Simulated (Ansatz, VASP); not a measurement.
## KCl: VASP beside Ansatz

```
K Cl
1.0
     0.00000    3.14485    3.14485
     3.14485    0.00000    3.14485
     3.14485    3.14485    0.00000
K Cl
1 1
Direct
  0.00000 0.00000 0.00000
  0.50000 0.50000 0.50000
```

Alike in both runs: task single point; functional r2SCAN; k mesh 6 × 6 × 6; no spin polarisation.

```csv
,VASP,Ansatz
version,VASP 6.6.1,Ansatz 0.2.0
potentials or method,"VASP PAW PBE potentials, release 64 (K_sv, Cl)","plane waves, PAW"
plane-wave cutoff (eV),520,500
occupations,"gaussian, width 0.01 eV",fixed
valence electrons in the cell,16,16
```

VASP gave:

| Quantity | Value |
| --- | --- |
| gap on the k mesh at the Fermi level (eV) | 5.84 |
| pressure (GPa) | 0.0 |

Problem. Which values does Ansatz return?

Solution. gap on the k mesh at the Fermi level (eV): 5.83; pressure (GPa): 0.0.

VASP's potentials were made for PBE, not for r2SCAN.
